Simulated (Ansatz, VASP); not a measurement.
Two plane-wave programs on Mg3Se

```
Mg Se
1.0
    -1.85264    2.58631    5.46558
     1.85264   -2.58631    5.46558
     1.85264    2.58631   -5.46558
Mg Se
3 1
Cartesian
  1.8526 0.0000 2.5583
  0.0000 2.5863 2.9073
  0.0000 0.0000 5.4656
  1.8526 0.0000 0.0000
```

Alike in both runs: functional PBE; k mesh 16 × 16 × 16; occupations gaussian, width 0.1 eV; no spin polarisation.

Ansatz relaxed the structure, and its values are those at the end. VASP's run is a single point on that final structure, the one shown.

|  | VASP | Ansatz |
| --- | --- | --- |
| version | VASP 6.6.1 | Ansatz 0.2.0 |
| potentials or method | VASP PAW PBE potentials, release 64 (Mg, Se), cutoff 520 eV | scalar-relativistic, plane waves, PAW |
| valence electrons in the cell | 12 | 46 |

VASP gave:

- gap on the k mesh at the Fermi level (eV): none
- pressure (GPa): -0.1

**Question.** Estimate Ansatz's values.

**Answer.** gap on the k mesh at the Fermi level (eV): none; pressure (GPa): 0.0.

A gap of «none» marks a metal or a gap that the smearing closes. VASP's potentials hold 12 valence electrons a cell and Ansatz's 46, so a difference there can come from the potentials and not from the codes.
